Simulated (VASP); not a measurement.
# Ru (Im-3m) in VASP: a series of runs

Runs on Ru. Level: PBE. Tasks: single point.

Program: VASP 6.6.1. These are calculated values, not measurements. Logs are shortened: lines on timing, memory, paths and dates and some standing lists are left out, and cuts for length are marked.

## (1) The cell of the first run

It takes space group Im-3m (No. 229, cubic). Conventional cell: a = 3.054 Å, b = 3.054 Å, c = 3.054 Å, α = 90.00°, β = 90.00°, γ = 90.00°. Within 3.5 Å of Ru (site symmetry m-3m) lie 14 Ru at 2.64 to 3.05 Å.

This isn't the form of Ru at room conditions, which is hcp.

## (2) Single point, PBE

INCAR reads:

```
SYSTEM = Ru
PREC     = Accurate       ! precision mode
ENCUT    = 520            ! plane-wave cutoff, eV
EDIFF    = 1E-7           ! SCF threshold, eV
ISMEAR   = 0              ! smearing method
SIGMA    = 0.05           ! smearing width, eV
LREAL    = .False.        ! projectors in reciprocal space
LASPH    = .True.         ! aspherical terms in the spheres
NELM     = 60             ! most SCF steps
ALGO     = Fast           ! electronic algorithm
ISIF     = 2              ! what is computed and relaxed
LWAVE    = .False.        ! write WAVECAR
LCHARG   = .False.        ! write CHGCAR
GGA      = PE             ! functional
NBANDS   = 13             ! bands
```

KPOINTS reads:

```
Automatic mesh
0
Gamma
  20 20 20
  0 0 0
```

POSCAR reads:

```
Ru
1.0
   -1.5268193836      1.5268193836      1.5268193836
    1.5268193836     -1.5268193836      1.5268193836
    1.5268193836      1.5268193836     -1.5268193836
Ru
1
Direct
    0.0000000000      0.0000000000      0.0000000000
```

Potentials or basis: VASP PAW PBE potentials, release 64 (Ru_pv).

Command:

```
cat potpaw_PBE.64/Ru_pv/POTCAR > POTCAR
mpirun -np 1 vasp_std > vasp.out
```

OUTCAR:

```text
SYSTEM = Ru
   PREC = Accurate
   ENCUT = 520
   EDIFF = 1E-7
   ISMEAR = 0
   LREAL = .False.
   LASPH = .True.
   NELM = 60
   ISIF = 2
   GGA = PE

 ion  position               nearest neighbor table
   1  0.000  0.000  0.000-

  LATTYP: Found a body centered cubic cell.
 ALAT       =     3.0536387672

  Lattice vectors:

 A1 = (  -1.5268193836,   1.5268193836,   1.5268193836)
 A2 = (   1.5268193836,  -1.5268193836,   1.5268193836)
 A3 = (   1.5268193836,   1.5268193836,  -1.5268193836)

Analysis of symmetry for initial positions (statically):
=====================================================================
 Subroutine PRICEL returns:
 Original cell was already a primitive cell.

 Routine SETGRP: Setting up the symmetry group for a
 body centered cubic supercell.

 Subroutine GETGRP returns: Found 48 space group operations
 (whereof 48 operations were pure point group operations)
 out of a pool of 48 trial point group operations.

The static configuration has the point symmetry O_h .

Analysis of symmetry for dynamics (positions and initial velocities):
=====================================================================
 Subroutine PRICEL returns:
 Original cell was already a primitive cell.

 Routine SETGRP: Setting up the symmetry group for a
 body centered cubic supercell.

 Subroutine GETGRP returns: Found 48 space group operations
 (whereof 48 operations were pure point group operations)
 out of a pool of 48 trial point group operations.

The dynamic configuration has the point symmetry O_h .

 Subroutine INISYM returns: Found 48 space group operations
 (whereof 48 operations are pure point group operations),
 and found     1 'primitive' translations

----------------------------------------------------------------------------------------

                                     Primitive cell

  volume of cell :      14.2371

  direct lattice vectors                    reciprocal lattice vectors
    -1.526819384  1.526819384  1.526819384     0.000000000  0.327478158  0.327478158
     1.526819384 -1.526819384  1.526819384     0.327478158  0.000000000  0.327478158
     1.526819384  1.526819384 -1.526819384     0.327478158  0.327478158  0.000000000

  length of vectors
     2.644528746  2.644528746  2.644528746     0.463124053  0.463124053  0.463124053

  position of ions in fractional coordinates (direct lattice)
     0.000000000  0.000000000  0.000000000

  ion indices of the primitive-cell ions
   primitive index   ion index
                 1           1

----------------------------------------------------------------------------------------

 KPOINTS: Automatic mesh

Automatic generation of k-mesh.
 Grid dimensions read from file:
 generate k-points for:   20   20   20

 Generating k-lattice:

  Cartesian coordinates                     Fractional coordinates (reciprocal lattice)
     0.000000000  0.016373908  0.016373908     0.050000000  0.000000000  0.000000000
     0.016373908  0.000000000  0.016373908     0.000000000  0.050000000  0.000000000
     0.016373908  0.016373908  0.000000000     0.000000000  0.000000000  0.050000000

  Length of vectors
     0.023156203  0.023156203  0.023156203

  Shift w.r.t. Gamma in fractional coordinates (k-lattice)
     0.000000000  0.000000000  0.000000000

 Subroutine IBZKPT returns following result:
 ===========================================

 Found    256 irreducible k-points:

 Following reciprocal coordinates:
            Coordinates               Weight
  0.000000  0.000000  0.000000      1.000000
  0.050000  0.000000  0.000000     12.000000
  0.100000  0.000000  0.000000     12.000000
  0.150000  0.000000  0.000000     12.000000
  0.200000  0.000000  0.000000     12.000000
  0.250000  0.000000  0.000000     12.000000
[... 16 lines left out ...]
  0.200000  0.100000  0.000000     48.000000
  0.250000  0.100000  0.000000     48.000000
 [... further k-points ...]
   k-points           NKPTS =    256   k-points in BZ     NKDIM =    256   number of bands    NBANDS=     13
   number of dos      NEDOS =    301   number of ions     NIONS =      1
   total plane-waves  NPLWV =   8000
   dimension x,y,z NGX =    20 NGY =   20 NGZ =   20
   dimension x,y,z NGXF=    40 NGYF=   40 NGZF=   40
   ions per type =               1
   NGX,Y,Z   is equivalent  to a cutoff of  12.57, 12.57, 12.57 a.u.
   NGXF,Y,Z  is equivalent  to a cutoff of  25.15, 25.15, 25.15 a.u.
 SYSTEM =  Ru
   PREC   = accura    normal or accurate (medium, high low for compatibility)
   ISTART =      0    job   : 0-new  1-cont  2-samecut
   ICHARG =      2    charge: 1-file 2-atom 10-const
   ISPIN  =      1    spin polarized calculation?
   LNONCOLLINEAR =      F non collinear calculations
   LSORBIT =      F    spin-orbit coupling
   LASPH  =      T    aspherical Exc in radial PAW
   ENCUT  =  520.0 eV  38.22 Ry    6.18 a.u.   4.92  4.92  4.92*2*pi/ulx,y,z
   NELM   =     60;   NELMIN=  2; NELMDL= -5     # of ELM steps
   EDIFF  = 0.1E-06   stopping-criterion for ELM
   LREAL  =      F    real-space projection
   EDIFFG = 0.1E-05   stopping-criterion for IOM
   NSW    =      0    number of steps for IOM
   IBRION =     -1    ionic relax: 0-MD 1-quasi-New 2-CG
   NFREE  =      0    steps in history (QN), initial steepest desc. (CG)
   ISIF   =      2    stress and relaxation
   ISYM   =      2    0-nonsym 1-usesym 2-fastsym
   POTIM  = 0.5000    time-step for ionic-motion
   TEBEG  =    0.0;   TEEND  =   0.0 temperature during run
   PSTRESS=    0.0 pullay stress
   NELECT =      14.0000    total number of electrons
   NUPDOWN=      -1.0000    fix difference up-down
   EMIN   =  10.00;   EMAX   =-10.00  energy-range for DOS
   EFERMI =   0.00;   METHOD = LEGACY
   ISMEAR =     0;   SIGMA  =   0.05  broadening in eV -4-tet -1-fermi 0-gaus
   EFERMI_NEDOS =   21; number of points for ismear=-14 and -15
   IALGO  =     68    algorithm
   IMIX   =      4    mixing-type and parameters
     AMIX     =   0.40;   BMIX     =  1.00
     AMIX_MAG =   1.60;   BMIX_MAG =  1.00
  volume/ion in A,a.u.               =      14.24        96.08
  Fermi-wavevector in a.u.,A,eV,Ry     =   1.627958  3.076394 36.058800  2.650247
  Thomas-Fermi vector in A             =   2.720668
   LORBIT       =      0    0 simple, 1 ext, 2 COOP (PROOUT), +10 PAW based schemes
   GGA     = PE    functional components
   LHFCALC =     F    Hartree Fock is set to
   AEXX    =    0.0000 exact exchange contribution
   IVDW    =     0    specifies the selected vdW correction
   LEPSILON=     F    determine dielectric tensor
   LRPA    =     F    only Hartree local field effects (RPA)
 non-spin polarized calculation
 RMM-DIIS sequential band-by-band and
 Gauss-broadening in eV      SIGMA  =   0.05
  energy-cutoff  :      520.00
  volume of cell :       14.24
 maximum number of plane-waves:       398
   NGX =  9   NGY =  9   NGZ =  9

 number of electron      14.0000005 magnetization

 Free energy of the ion-electron system (eV)
  ---------------------------------------------------
  ext. energy  EPLUGINS =         0.00000000
  ---------------------------------------------------
  free energy    TOTEN  =        -8.60593245 eV

  energy without entropy =       -8.60298661  energy(sigma->0) =       -8.60445953

 E-fermi :  12.1381     XC(G=0): -13.8154

 val. band max:       12.1367479803   @ k =   0.4000   0.1500   0.0500
 cond. band min:      12.1532167518   @ k =   0.1500   0.0500  -0.0000
 fundamental gap:      0.0164687715
 Fermi energy:        12.1380806903

 k-point     1 :       0.0000    0.0000    0.0000
  band No.  band energies     occupation
      1     -30.4081      2.00000
      2     -30.4081      2.00000
      3     -30.4081      2.00000
      4       4.2874      2.00000
      5       9.4222      2.00000
      6       9.4222      2.00000
      7       9.4222      2.00000
      8      12.0588      1.97514
      9      12.0588      1.97514
     10      22.7119      0.00000
     11      29.2810      0.00000
     12      29.2810      0.00000
     13      29.2810      0.00000

 k-point     2 :       0.0500    0.0000    0.0000
  band No.  band energies     occupation
      1     -30.4319      2.00000
      2     -30.4157      2.00000
      3     -30.4082      2.00000
      4       4.3958      2.00000
      5       9.3728      2.00000
      6       9.4195      2.00000
      7       9.5142      2.00000
      8      11.9926      1.99996
      9      12.0617      1.96925
     10      22.7119      0.00000
     11      29.3401      0.00000
     12      29.3943      0.00000
     13      29.4480      0.00000

 k-point     3 :       0.1000    0.0000    0.0000
  band No.  band energies     occupation
      1     -30.5004      2.00000
      2     -30.4379      2.00000
      3     -30.4083      2.00000
      4       4.7095      2.00000
      5       9.2322      2.00000
      6       9.4049      2.00000
      7       9.7864      2.00000
      8      11.8310      2.00000
      9      12.0722      1.93741
     10      22.7119      0.00000
     11      29.4680      0.00000
     12      29.6454      0.00000
     13      29.9382      0.00000

 k-point     4 :       0.1500    0.0000    0.0000
  band No.  band energies     occupation
      1     -30.6061      2.00000
      2     -30.4722      2.00000
      3     -30.4086      2.00000
      4       5.1889      2.00000
      5       9.0211      2.00000
      6       9.3714      2.00000
      7      10.2279      2.00000
      8      11.6642      2.00000
      9      12.0947      1.78065
     10      22.7119      0.00000
     11      29.5047      0.00000
     12      29.7683      0.00000
     13      30.7211      0.00000

 k-point     5 :       0.2000    0.0000    0.0000
  band No.  band energies     occupation
      1     -30.7377      2.00000
      2     -30.5151      2.00000
      3     -30.4090      2.00000
      4       5.7461      2.00000
      5       8.7675      2.00000
      6       9.3618      2.00000
      7      10.8192      2.00000
      8      11.5809      2.00000
      9      12.1336      1.09997
     10      22.7119      0.00000
     11      29.2267      0.00000
     12      29.3972      0.00000
     13      31.7503      0.00000
[... 257 lines left out ...]
 k-point    22 :       0.1500    0.1000   -0.0000
  band No.  band energies     occupation
      1     -30.7819      2.00000
      2     -30.5119      2.00000
      3     -30.4374      2.00000
      4       6.0139      2.00000
      5       8.8075      2.00000
      6       9.0400      2.00000
      7      11.2355      2.00000
      8      11.4238      2.00000
      9      12.2709      0.00017
     10      22.7118      0.00000
     11      29.2612      0.00000
     12      29.5243      0.00000
     13      31.3571      0.00000

 k-point    23 :       0.2000    0.1000    0.0000
  band No.  band energies     occupation
      1     -30.9088      2.00000
      2     -30.5638      2.00000
      3     -30.4404      2.00000
      4       6.4947      2.00000
      5       8.5464      2.00000
      6       9.1125      2.00000
      7      11.4298      2.00000
      8      12.0151      1.99950
      9      12.3879      0.00000
     10      22.7118      0.00000
     11      28.3544      0.00000
     12      28.6970      0.00000
     13      32.3027      0.00000

 k-point    24 :       0.2500    0.1000    0.0000
  band No.  band energies     occupation
      1     -31.0329      2.00000
      2     -30.6177      2.00000
      3     -30.4422      2.00000
      4       6.7148      2.00000
      5       8.2990      2.00000
      6       9.5085      2.00000
      7      11.5528      2.00000
      8      12.4176      0.00000
      9      12.9757      0.00000
     10      22.7116      0.00000
     11      26.8781      0.00000
     12      27.8994      0.00000
     13      32.5891      0.00000

 [... further k-points ...]

------------------------ aborting loop because EDIFF is reached ----------------------------------------

  FORCE on cell =-STRESS in cart. coord.  units (eV):
  Direction    XX          YY          ZZ          XY          YZ          ZX
  --------------------------------------------------------------------------------------
  -------------------------------------------------------------------------------------
  Total       -0.0214984     -0.0214984     -0.0214984      0.0000000      0.0000000     -0.0000000
  in kB       -2.4193217     -2.4193217     -2.4193217      0.0000000      0.0000000     -0.0000000
  external PRESSURE =      -2.4193217 kB  Pullay stress =       0.0000000 kB

 VOLUME and BASIS-vectors are now :
 -----------------------------------------------------------------------------
  energy-cutoff  :      520.00
  volume of cell :       14.24
      direct lattice vectors                 reciprocal lattice vectors
    -1.526819384  1.526819384  1.526819384     0.000000000  0.327478158  0.327478158
     1.526819384 -1.526819384  1.526819384     0.327478158  0.000000000  0.327478158
     1.526819384  1.526819384 -1.526819384     0.327478158  0.327478158  0.000000000

 POSITION                                       TOTAL-FORCE (eV/Angst)
 -----------------------------------------------------------------------------------
      0.00000      0.00000      0.00000         0.000000     -0.000000      0.000000
 -----------------------------------------------------------------------------------
    total drift:                                0.000000     -0.000000      0.000000

  FREE ENERGIE OF THE ION-ELECTRON SYSTEM (eV)
  ---------------------------------------------------
  free  energy   TOTEN  =        -8.6059324454 eV

  energy  without entropy=       -8.6029866122  energy(sigma->0) =       -8.60445953
```

Run time: 56 s. Hardware: 1 thread of Intel Xeon 8259CL, shared host; peak memory 0.16 GiB.

What came out:

```yaml
Free_energy: -8.6059 eV
Pressure: -0.2 GPa
Band_gap_on_the_k_mesh: zero (bands 7 and 8 overlap by 3.44 eV)
```

Levels at points of the mesh, in eV from the Fermi level:
```tsv
k point	band 3	band 4	band 5	band 6	band 7	band 8	band 9	band 10	band 11	band 12
(0.00, 0.00, 0.00)	-42.55	-7.85	-2.72	-2.72	-2.72	-0.08	-0.08	10.57	17.14	17.14
(0.50, 0.00, 0.00)	-42.55	-6.00	-4.42	-0.10	0.36	1.18	2.36	9.99	10.58	13.61
(0.50, 0.50, 0.50)	-43.20	-6.07	-6.07	1.77	1.77	1.77	9.23	9.23	9.23	10.57
```

## (3) Single point, PBE (15.01 Å³/atom)

This run uses another cell than the first one, of 15.01 Å³/atom.

INCAR reads:

```
SYSTEM = Ru
PREC = Accurate
ENCUT = 520
EDIFF = 1E-7
ISMEAR = 0
SIGMA = 0.05
LREAL = .False.
LASPH = .True.
NELM = 100
ALGO = Normal
ISIF = 2
LWAVE = .False.
LCHARG = .True.
GGA = PE
LELF = .True.
LVHAR = .True.
NBANDS = 13
```

KPOINTS reads:

```
regular mesh
0
Gamma
  20 20 20
  0 0 0
```

POSCAR reads:

```
Ru
1.0
   -1.5539235113      1.5539235113      1.5539235113
    1.5539235113     -1.5539235113      1.5539235113
    1.5539235113      1.5539235113     -1.5539235113
Ru
1
Direct
    0.0000000000      0.0000000000      0.0000000000
```

Potentials or basis: VASP PAW PBE potentials, release 64 (Ru_pv).

Command:

```
cat potpaw_PBE.64/Ru_pv/POTCAR > POTCAR
mpirun -np 1 vasp_std > vasp.out
```

Wall time 46 s (1 thread of Intel Xeon 8259CL, shared host); peak memory 0.16 GiB.

It converged, with:

- Free energy: -8.5723 eV
- Pressure: -13.2 GPa
- Band gap on the k mesh: zero (bands 7 and 8 overlap by 3.14 eV)

Levels at points of the mesh, in eV from the Fermi level:
```tsv
k point	band 3	band 4	band 5	band 6	band 7	band 8	band 9	band 10	band 11	band 12
(0.00, 0.00, 0.00)	-42.52	-7.52	-2.52	-2.52	-2.52	-0.07	-0.07	10.65	17.08	17.08
(0.50, 0.00, 0.00)	-42.52	-5.60	-4.09	-0.10	0.32	1.16	2.16	9.36	10.65	13.52
(0.50, 0.50, 0.50)	-43.07	-5.61	-5.61	1.62	1.62	1.62	8.94	8.94	8.94	10.65
```

Caveat: the cell stands under tension.
